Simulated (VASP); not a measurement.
Sn, 2 atoms in the cell. The structure is cubic, space group Fd-3m (No. 227). The conventional cell has a = 6.568 Å, b = 6.568 Å, c = 6.568 Å, α = 90.00°, β = 90.00°, γ = 90.00°. Sn (site symmetry -43m) has 4 Sn at 2.84 Å within 3.7 Å. 

- Program: VASP 6.6.1
- Task: single point
- Functional: r2SCAN
- Potentials or basis: VASP PAW PBE potentials, release 64 (Sn_d)
- Cutoff: 520 eV
- k mesh: 2 × 2 × 2
- Occupations: fermi-dirac, width 0.1 eV
- Spin: no spin polarisation
- Dipole correction: no
- Further INCAR settings: ALGO = Normal; EDIFF = 1e-06; NBANDS = 21

Potentials or basis: VASP PAW PBE potentials, release 64 (Sn_d).

Command:

```console
$ cat potpaw_PBE.64/Sn_d/POTCAR > POTCAR
$ cp INCAR.step1 INCAR
$ mpirun -np 1 vasp_std > vasp.out
$ cp INCAR.step2 INCAR
$ mpirun -np 1 vasp_std > vasp.out
```

Hardware: 1 thread of AMD EPYC 7R13, on a shared host.

How long does it take, and how much memory?

It took 68 s on 1 thread of AMD EPYC 7R13, on a shared host, peak memory 0.18 GiB. Counts: k points 3.
